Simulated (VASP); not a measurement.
# SiC (lda) (Fm-3m) in VASP: further runs

SiC (lda) is run at these levels: LDA; tasks: single point, relaxation of cell and atoms.

Everything below comes from runs of VASP 6.6.1. Logs are shortened: lines on timing, memory, paths and dates and some standing lists are left out, and cuts for length are marked.

### Step 1. The cell of the first run

It takes space group Fm-3m (No. 225, cubic). The conventional cell has a = 3.670 Å, b = 3.670 Å, c = 3.670 Å, α = 90.00°, β = 90.00°, γ = 90.00°. C (site symmetry m-3m) has 6 Si at 1.84 Å within 2.4 Å. Within 2.4 Å of Si (site symmetry m-3m) lie 6 C at 1.84 Å.

### Step 2. Single point, LDA

Contents of INCAR:

```
PREC     = Accurate       # precision mode
ENCUT    = 600            # plane-wave cutoff, eV
EDIFF    = 1E-6           # SCF threshold, eV
ISMEAR   = 0              # smearing method
SIGMA    = 0.02           # smearing width, eV
LREAL    = F              # projectors in reciprocal space
LASPH    = T              # aspherical terms in the spheres
NELM     = 120            # most SCF steps
ALGO     = Normal         # electronic algorithm
ISIF     = 2              # what is computed and relaxed
LWAVE    = F              # write WAVECAR
LCHARG   = F              # write CHGCAR
NBANDS   = 11             # bands
GGA_COMPAT= F
```

Contents of KPOINTS:

```
Automatic mesh
0
Gamma
  16 16 16
```

Contents of POSCAR:

```
SiC
1.0
    0.0000000000      1.8352113918      1.8352113918
    1.8352113918      0.0000000000      1.8352113918
    1.8352113918      1.8352113918      0.0000000000
C Si
1 1
Direct
    0.0000000000      0.0000000000      0.0000000000
    0.5000000000      0.5000000000      0.5000000000
```

Potentials or basis: VASP PAW LDA potentials, release 64 (C, Si).

The run is started by

```sh
> cat potpaw_LDA.64/C/POTCAR potpaw_LDA.64/Si/POTCAR > POTCAR
> mpirun -np 1 vasp_std > vasp.out
```

OUTCAR:

```text
PREC = Accurate
   ENCUT = 600
   EDIFF = 1E-6
   ISMEAR = 0
   LREAL = F
   LASPH = T
   NELM = 120
   ISIF = 2

 ion  position               nearest neighbor table
   1  0.000  0.000  0.000-   2 1.84   2 1.84   2 1.84   2 1.84   2 1.84   2 1.84
   2  0.500  0.500  0.500-   1 1.84   1 1.84   1 1.84   1 1.84   1 1.84   1 1.84

  LATTYP: Found a face centered cubic cell.
 ALAT       =     3.6704227836

  Lattice vectors:

 A1 = (   0.0000000000,   1.8352113918,   1.8352113918)
 A2 = (   1.8352113918,   0.0000000000,   1.8352113918)
 A3 = (   1.8352113918,   1.8352113918,   0.0000000000)

Analysis of symmetry for initial positions (statically):
=====================================================================
 Subroutine PRICEL returns:
 Original cell was already a primitive cell.

 Routine SETGRP: Setting up the symmetry group for a
 face centered cubic supercell.

 Subroutine GETGRP returns: Found 48 space group operations
 (whereof 48 operations were pure point group operations)
 out of a pool of 48 trial point group operations.

The static configuration has the point symmetry O_h .

Analysis of symmetry for dynamics (positions and initial velocities):
=====================================================================
 Subroutine PRICEL returns:
 Original cell was already a primitive cell.

 Routine SETGRP: Setting up the symmetry group for a
 face centered cubic supercell.

 Subroutine GETGRP returns: Found 48 space group operations
 (whereof 48 operations were pure point group operations)
 out of a pool of 48 trial point group operations.

The dynamic configuration has the point symmetry O_h .

 Subroutine INISYM returns: Found 48 space group operations
 (whereof 48 operations are pure point group operations),
 and found     1 'primitive' translations

----------------------------------------------------------------------------------------

                                     Primitive cell

  volume of cell :      12.3620

  direct lattice vectors                    reciprocal lattice vectors
     0.000000000  1.835211392  1.835211392    -0.272448178  0.272448178  0.272448178
     1.835211392  0.000000000  1.835211392     0.272448178 -0.272448178  0.272448178
     1.835211392  1.835211392  0.000000000     0.272448178  0.272448178 -0.272448178

  length of vectors
     2.595380840  2.595380840  2.595380840     0.471894087  0.471894087  0.471894087

  position of ions in fractional coordinates (direct lattice)
     0.000000000  0.000000000  0.000000000
     0.500000000  0.500000000  0.500000000

  ion indices of the primitive-cell ions
   primitive index   ion index
                 1           1
                 2           2

----------------------------------------------------------------------------------------

 KPOINTS: Automatic mesh

Automatic generation of k-mesh.
 Grid dimensions read from file:
 generate k-points for:   16   16   16

 Generating k-lattice:

  Cartesian coordinates                     Fractional coordinates (reciprocal lattice)
    -0.017028011  0.017028011  0.017028011     0.062500000  0.000000000  0.000000000
     0.017028011 -0.017028011  0.017028011     0.000000000  0.062500000  0.000000000
     0.017028011  0.017028011 -0.017028011     0.000000000  0.000000000  0.062500000

  Length of vectors
     0.029493380  0.029493380  0.029493380

  Shift w.r.t. Gamma in fractional coordinates (k-lattice)
     0.000000000  0.000000000  0.000000000

 Subroutine IBZKPT returns following result:
 ===========================================

 Found    145 irreducible k-points:

 Following reciprocal coordinates:
            Coordinates               Weight
  0.000000  0.000000  0.000000      1.000000
  0.062500  0.000000  0.000000      8.000000
  0.125000  0.000000  0.000000      8.000000
  0.187500  0.000000  0.000000      8.000000
  0.250000  0.000000  0.000000      8.000000
  0.312500  0.000000  0.000000      8.000000
[... 16 lines left out ...]
 -0.125000  0.062500  0.000000     24.000000
 -0.062500  0.062500  0.000000     12.000000
 [... further k-points ...]
   k-points           NKPTS =    145   k-points in BZ     NKDIM =    145   number of bands    NBANDS=     11
   number of dos      NEDOS =    301   number of ions     NIONS =      2
   total plane-waves  NPLWV =  13824
   dimension x,y,z NGX =    24 NGY =   24 NGZ =   24
   dimension x,y,z NGXF=    48 NGYF=   48 NGZF=   48
   ions per type =               1   1
   NGX,Y,Z   is equivalent  to a cutoff of  15.37, 15.37, 15.37 a.u.
   NGXF,Y,Z  is equivalent  to a cutoff of  30.75, 30.75, 30.75 a.u.
 SYSTEM =  unknown system
   PREC   = accura    normal or accurate (medium, high low for compatibility)
   ISTART =      0    job   : 0-new  1-cont  2-samecut
   ICHARG =      2    charge: 1-file 2-atom 10-const
   ISPIN  =      1    spin polarized calculation?
   LNONCOLLINEAR =      F non collinear calculations
   LSORBIT =      F    spin-orbit coupling
   LASPH  =      T    aspherical Exc in radial PAW
   ENCUT  =  600.0 eV  44.10 Ry    6.64 a.u.   5.18  5.18  5.18*2*pi/ulx,y,z
   NELM   =    120;   NELMIN=  2; NELMDL= -5     # of ELM steps
   EDIFF  = 0.1E-05   stopping-criterion for ELM
   LREAL  =      F    real-space projection
   EDIFFG = 0.1E-04   stopping-criterion for IOM
   NSW    =      0    number of steps for IOM
   IBRION =     -1    ionic relax: 0-MD 1-quasi-New 2-CG
   NFREE  =      0    steps in history (QN), initial steepest desc. (CG)
   ISIF   =      2    stress and relaxation
   ISYM   =      2    0-nonsym 1-usesym 2-fastsym
   POTIM  = 0.5000    time-step for ionic-motion
   TEBEG  =    0.0;   TEEND  =   0.0 temperature during run
   PSTRESS=    0.0 pullay stress
   NELECT =       8.0000    total number of electrons
   NUPDOWN=      -1.0000    fix difference up-down
   EMIN   =  10.00;   EMAX   =-10.00  energy-range for DOS
   EFERMI =   0.00;   METHOD = LEGACY
   ISMEAR =     0;   SIGMA  =   0.02  broadening in eV -4-tet -1-fermi 0-gaus
   EFERMI_NEDOS =   21; number of points for ismear=-14 and -15
   IALGO  =     38    algorithm
   IMIX   =      4    mixing-type and parameters
     AMIX     =   0.40;   BMIX     =  1.00
     AMIX_MAG =   1.60;   BMIX_MAG =  1.00
  volume/ion in A,a.u.               =       6.18        41.71
  Fermi-wavevector in a.u.,A,eV,Ry     =   1.416040  2.675927 27.281969  2.005168
  Thomas-Fermi vector in A             =   2.537416
   LORBIT       =      0    0 simple, 1 ext, 2 COOP (PROOUT), +10 PAW based schemes
   GGA     = CA    functional components
   LHFCALC =     F    Hartree Fock is set to
   AEXX    =    0.0000 exact exchange contribution
   IVDW    =     0    specifies the selected vdW correction
   LEPSILON=     F    determine dielectric tensor
   LRPA    =     F    only Hartree local field effects (RPA)
 non-spin polarized calculation
 Gauss-broadening in eV      SIGMA  =   0.02
  energy-cutoff  :      600.00
  volume of cell :       12.36
 maximum number of plane-waves:       428
 NGX is ok and might be reduce to    24
   NGX = 11   NGY = 11   NGZ = 11

 number of electron       8.0000000 magnetization

 Free energy of the ion-electron system (eV)
  ---------------------------------------------------
  ext. energy  EPLUGINS =         0.00000000
  ---------------------------------------------------
  free energy    TOTEN  =       -14.12887921 eV

  energy without entropy =      -14.12887921  energy(sigma->0) =      -14.12887921

 E-fermi :  17.6565     XC(G=0): -14.1737

 val. band max:       17.5139135563   @ k =   0.0000   0.0000   0.0000
 cond. band min:      18.5041896598   @ k =   0.5000   0.5000   0.0000
 fundamental gap:      0.9902761036
 Fermi energy:        17.6564563989

 k-point     1 :       0.0000    0.0000    0.0000
  band No.  band energies     occupation
      1      -4.5755      2.00000
      2      17.5139      2.00000
      3      17.5139      2.00000
      4      17.5139      2.00000
      5      26.4751      0.00000
      6      26.4751      0.00000
      7      26.4751      0.00000
      8      31.1452      0.00000
      9      32.8615      0.00000
     10      32.8615      0.00000
     11      33.5784      0.00000

 k-point     2 :       0.0625    0.0000    0.0000
  band No.  band energies     occupation
      1      -4.4606      2.00000
      2      16.8847      2.00000
      3      17.4002      2.00000
      4      17.4002      2.00000
      5      26.3330      0.00000
      6      26.7207      0.00000
      7      26.7207      0.00000
      8      31.3086      0.00000
      9      31.5159      0.00000
     10      31.5159      0.00000
     11      34.0033      0.00000

 k-point     3 :       0.1250    0.0000    0.0000
  band No.  band energies     occupation
      1      -4.1168      2.00000
      2      15.2791      2.00000
      3      17.1048      2.00000
      4      17.1048      2.00000
      5      26.0553      0.00000
      6      27.2690      0.00000
      7      27.2690      0.00000
      8      30.1273      0.00000
      9      30.1273      0.00000
     10      31.7971      0.00000
     11      33.5865      0.00000

 k-point     4 :       0.1875    0.0000    0.0000
  band No.  band energies     occupation
      1      -3.5462      2.00000
      2      13.1842      2.00000
      3      16.7228      2.00000
      4      16.7228      2.00000
      5      25.8014      0.00000
      6      27.2180      0.00000
      7      27.2180      0.00000
      8      30.0013      0.00000
      9      30.0013      0.00000
     10      32.5345      0.00000
     11      32.9545      0.00000

 k-point     5 :       0.2500    0.0000    0.0000
  band No.  band energies     occupation
      1      -2.7528      2.00000
      2      10.9312      2.00000
      3      16.3386      2.00000
      4      16.3386      2.00000
      5      25.6204      0.00000
      6      26.3430      0.00000
      7      26.3430      0.00000
      8      31.3000      0.00000
      9      31.3000      0.00000
     10      32.2351      0.00000
     11      33.4177      0.00000
[... 211 lines left out ...]
 k-point    21 :      -0.2500    0.0625    0.0000
  band No.  band energies     occupation
      1      -2.3400      2.00000
      2      10.2532      2.00000
      3      15.2102      2.00000
      4      16.5924      2.00000
      5      25.6833      0.00000
      6      25.8232      0.00000
      7      26.2250      0.00000
      8      30.7158      0.00000
      9      32.1669      0.00000
     10      32.7665      0.00000
     11      34.7085      0.00000

 k-point    22 :      -0.1875    0.0625    0.0000
  band No.  band energies     occupation
      1      -3.2054      2.00000
      2      12.4965      2.00000
      3      15.5660      2.00000
      4      17.0034      2.00000
      5      25.8535      0.00000
      6      26.5855      0.00000
      7      27.2341      0.00000
      8      29.1520      0.00000
      9      30.9744      0.00000
     10      33.3405      0.00000
     11      33.6321      0.00000

 k-point    23 :      -0.1250    0.0625    0.0000
  band No.  band energies     occupation
      1      -3.8501      2.00000
      2      14.6301      2.00000
      3      16.0256      2.00000
      4      17.3328      2.00000
      5      25.8975      0.00000
      6      27.1945      0.00000
      7      27.8536      0.00000
      8      28.5779      0.00000
      9      30.5215      0.00000
     10      32.4424      0.00000
     11      34.1368      0.00000

 k-point    24 :      -0.0625    0.0625    0.0000
  band No.  band energies     occupation
      1      -4.2695      2.00000
      2      16.2755      2.00000
      3      16.6316      2.00000
      4      17.4875      2.00000
      5      26.0239      0.00000
      6      26.8121      0.00000
      7      27.5028      0.00000
      8      29.7842      0.00000
      9      31.1657      0.00000
     10      31.7326      0.00000
     11      34.3951      0.00000

 [... further k-points ...]
[... 5 lines left out ...]
  --------------------------------------------------------------------------------------
  -------------------------------------------------------------------------------------
  Total        9.7097621      9.7097621      9.7097621      0.0000000      0.0000000      0.0000000
  in kB     1258.4352865   1258.4352865   1258.4352865      0.0000000      0.0000000      0.0000000
  external PRESSURE =    1258.4352865 kB  Pullay stress =       0.0000000 kB

 VOLUME and BASIS-vectors are now :
 -----------------------------------------------------------------------------
  energy-cutoff  :      600.00
  volume of cell :       12.36
      direct lattice vectors                 reciprocal lattice vectors
     0.000000000  1.835211392  1.835211392    -0.272448178  0.272448178  0.272448178
     1.835211392  0.000000000  1.835211392     0.272448178 -0.272448178  0.272448178
     1.835211392  1.835211392  0.000000000     0.272448178  0.272448178 -0.272448178

 POSITION                                       TOTAL-FORCE (eV/Angst)
 -----------------------------------------------------------------------------------
      0.00000      0.00000      0.00000         0.000000     -0.000000      0.000000
      1.83521      1.83521      1.83521        -0.000000      0.000000     -0.000000
 -----------------------------------------------------------------------------------
    total drift:                                0.000000     -0.000000     -0.000000

  FREE ENERGIE OF THE ION-ELECTRON SYSTEM (eV)
  ---------------------------------------------------
  free  energy   TOTEN  =       -14.1288792120 eV

  energy  without entropy=      -14.1288792120  energy(sigma->0) =      -14.12887921
```

Run time: 18 s. Hardware: 1 thread of Intel Xeon Platinum 8488C (Sapphire Rapids), shared host; peak memory 0.14 GiB.

Results:

- Free energy: -14.1289 eV
- Pressure: 125.8 GPa
- Band gap on the k mesh: 0.99 eV, indirect (least direct gap 6.55 eV)

Levels at points of the mesh, in eV from the valence-band top:
```
           k point  band 1  band 2  band 3  band 4  band 5  band 6  band 7  band 8
(0.00, 0.00, 0.00)  -22.09    0.00    0.00    0.00    8.96    8.96    8.96   13.63
(0.50, 0.00, 0.00)  -15.62  -14.12   -1.96   -1.96    6.72    6.72    7.98   12.91
(0.50, 0.50, 0.00)  -12.96  -12.71   -5.56   -5.56    0.99    1.33   19.14   19.39
```

[end of part 1 of 3]
